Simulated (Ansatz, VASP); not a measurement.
K2S: VASP beside Ansatz

```
K S
1.0
     0.00000    3.70272    3.70272
     3.70272    0.00000    3.70272
     3.70272    3.70272    0.00000
K S
2 1
Direct
  0.25000 0.25000 0.25000
  0.75000 0.75000 0.75000
  0.00000 0.00000 0.00000
```

Alike in both runs: task single point; functional r2SCAN; k mesh 6 × 6 × 6; no spin polarisation.

|  | VASP | Ansatz |
| --- | --- | --- |
| version | VASP 6.6.1 | Ansatz 0.2.0 |
| potentials or method | VASP PAW PBE potentials, release 64 (K_sv, S) | plane waves, PAW |
| plane-wave cutoff (eV) | 550 | 500 |
| occupations | gaussian, width 0.01 eV | fixed |
| valence electrons in the cell | 24 | 24 |

|  | VASP | Ansatz | Ansatz less VASP |
| --- | --- | --- | --- |
| gap on the k mesh at the Fermi level (eV) | 2.76 | 2.75 | -0.006 |
| pressure (GPa) | 0.0 | 0.0 | -0.01 |

VASP's potentials were made for PBE, not for r2SCAN.
